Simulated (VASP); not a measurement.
Co: relaxation of cell and atoms with PBE

Crystal: Co.

```xyz
1
Lattice="2.1249 0.0000 0.0000 -1.0625 1.8402 0.0000 0.0000 0.0000 1.9974" Properties=species:S:1:pos:R:3 pbc="T T T"
Co    0.0000    0.0000    0.0000
```

This isn't the form of Co at room conditions, which is hcp.

```
Program                : VASP 6.6.1
Task                   : relaxation of cell and atoms
Functional             : PBE
Potentials or basis    : VASP PAW PBE potentials, release 64 (Co)
Cutoff                 : 600 eV
k mesh                 : 20 × 20 × 19
Occupations            : fermi-dirac, width 0.1 eV
Spin                   : collinear spin, ferromagnetic start
Starting moments       : [1.7] μB
Target pressure        : 160 GPa
Dipole correction      : no
Further INCAR settings : ALGO = Normal; EDIFF = 1e-07; IBRION = 2; EDIFFG = -0.005; NSW = 60; ISIF = 3
```

The relaxed volume is 7.91 Å³/atom and the relaxed cell is a = 2.133 Å, b = 2.133 Å, c = 2.007 Å, α = 90.00°, β = 90.00°, γ = 120.00°. The space group after relaxing (to 0.1 Å) is P6/mmm (No. 191). The energy change on relaxing (the run minimises the enthalpy) is -104.5 meV/atom, the ionic steps are 9 and the pressure after relaxing is 160.0 GPa. The net moment is 0.00 μB per cell.

The path:
| step | energy change (eV) | largest force (eV/Å) | pressure (GPa) | volume (Å³) |
| --- | --- | --- | --- | --- |
| 1 | 0.0000 | 0.0000 | 170.87 | 7.81 |
| 2 | -0.5391 | 0.0000 | 113.55 | 8.43 |
| 3 | -0.1076 | 0.0000 | 159.67 | 7.91 |
| 4 | -0.1046 | 0.0000 | 159.98 | 7.91 |
| 5 | -0.1026 | 0.0000 | 160.20 | 7.91 |
| 6 | -0.1030 | 0.0000 | 160.23 | 7.91 |
| 7 | -0.1028 | 0.0000 | 160.21 | 7.91 |
| 8 | -0.1115 | 0.0000 | 159.31 | 7.92 |
| 9 | -0.1045 | 0.0000 | 160.03 | 7.91 |

Final structure:
```
CELL_PARAMETERS angstrom
2.13331 0.00000 0.00000
-1.06666 1.84750 0.00000
0.00000 0.00000 2.00739
ATOMIC_POSITIONS crystal
Co 0.00000 0.00000 0.00000
```

Levels at points of the mesh, in eV from the Fermi level:
Spin up:
```tsv
k point	band 2	band 3	band 4	band 5	band 6	band 7
(0.00, 0.00, 0.00)	-5.94	-2.80	-2.80	0.95	0.95	25.40
(0.50, 0.00, 0.00)	-4.75	-1.25	-0.67	0.51	1.16	9.56
```
Spin down:
| k point | band 1 | band 2 | band 3 | band 4 | band 5 | band 6 | band 7 | band 8 |
| --- | --- | --- | --- | --- | --- | --- | --- | --- |
| (0.00, 0.00, 0.00) | -10.96 | -5.94 | -2.80 | -2.80 | 0.95 | 0.95 | 25.40 | 25.53 |
| (0.50, 0.00, 0.00) | -6.97 | -4.75 | -1.25 | -0.67 | 0.51 | 1.16 | 9.56 | 21.45 |

Run time: 9.3 min on 1 thread of Intel Xeon 8259CL (shared host), peak memory 0.21 GiB.

Caveat: the cell is relaxed towards a set pressure, so the run minimises the enthalpy, not the energy.
